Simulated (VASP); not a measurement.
Runs of VASP 6.6.1 on Sn2As. The structure is that of space group Fm-3m (No. 225), or close to it. The cells are those of the table. The cell was built from a structure type or drawn by symmetry, and may not be a known phase.

| task | cell | k mesh | cutoff (eV) | gap on the mesh (eV) | pressure (GPa) | relaxed volume (Å³/atom) |
| --- | --- | --- | --- | --- | --- | --- |
| single point | a = 5.231 Å, angles 60.0°, 3 atoms | 4 × 4 × 4 | 520 | none | (a) | - |
| relaxation of cell and atoms | relaxed from a = 5.231 Å, angles 60.0°, 3 atoms | 4 × 4 × 4 | 600 | none | 0.0 | 29.49 |
| single point | a = 4.972 Å, angles 60.0°, 3 atoms | 12 × 12 × 12 | 520 | none | 0.0 | - |
| relaxation of cell and atoms | relaxed from a = 4.998 Å, angles 60.0°, 3 atoms | 12 × 12 × 12 | 600 | none | 0.0 | 28.99 |
| single point | a = 4.998 Å, angles 60.0°, 3 atoms | 4 × 4 × 4 | 520 | none | 0.1 | - |

Alike in all rows: level PBE; potentials or basis VASP PAW PBE potentials, release 64 (Sn_d, As); no spin polarisation; smearing gaussian 0.1 eV.

Question: Estimate the missing entries.

Answer: (a) -4.6.

Caveats: some runs use coarse meshes; spin-orbit coupling is left out, which moves the levels of the heavy elements.

A k mesh can miss the band edges, and the runs leave out spin-orbit coupling on As, Sn.

A gap of «none» marks levels without a gap at the run's occupations.
